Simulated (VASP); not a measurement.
## SrTiTe3: single point with PBE

Crystal: SrTiTe3.

```
Sr Ti Te
1.0
     5.42961    0.00000    0.00000
     0.00000    5.42961    0.00000
     0.00000    0.00000    5.44165
Sr Ti Te
1 1 3
Direct
  0.50000 0.50000 0.50000
  0.00000 0.00000 0.00000
  0.00000 0.00000 0.50000
  0.00000 0.50000 0.00000
  0.50000 0.00000 0.00000
```

```json
{
 "Program": "VASP 6.6.1",
 "Task": "single point",
 "Functional": "PBE",
 "Potentials or basis": "VASP PAW PBE potentials, release 64 (Sr_sv, Ti_sv, Te)",
 "Cutoff": "520 eV",
 "k mesh": "4 × 4 × 4",
 "Occupations": "gaussian, width 0.1 eV",
 "Spin": "no spin polarisation"
}
```

```
Pressure               : 0.1 GPa
Band gap on the k mesh : zero (band 20 reaches 5.79 eV, above the bottom of band 21 at 4.97 eV)
```

Stress tensor (GPa, compression positive):
```
0.12 0.00 0.00
0.00 0.12 0.00
0.00 0.00 0.00
```

Levels at points of the mesh, in eV from the Fermi level:
| k point | band 18 | band 19 | band 20 | band 21 | band 22 | band 23 |
| --- | --- | --- | --- | --- | --- | --- |
| (0.00, 0.00, 0.00) | -0.44 | -0.44 | -0.44 | -0.21 | -0.21 | -0.21 |
| (0.50, 0.00, 0.00) | -2.08 | -0.68 | -0.67 | -0.36 | 0.68 | 1.01 |
| (0.50, 0.50, 0.00) | -2.12 | -2.12 | 0.22 | 0.67 | 0.90 | 0.90 |
| (0.00, 0.00, 0.50) | -2.08 | -0.66 | -0.66 | -0.36 | 0.68 | 1.00 |
| (0.50, 0.00, 0.50) | -2.12 | -2.12 | 0.20 | 0.66 | 0.89 | 0.90 |
| (0.50, 0.50, 0.50) | 0.40 | 0.40 | 0.41 | 0.85 | 0.85 | 0.86 |

Wall time 71 s on 1 thread of Intel(R) Xeon(R) 6975P-C (Granite Rapids), with other jobs on the host, peak memory 0.28 GiB.

Caveat: spin-orbit coupling is left out, which moves the levels of the heavy elements.
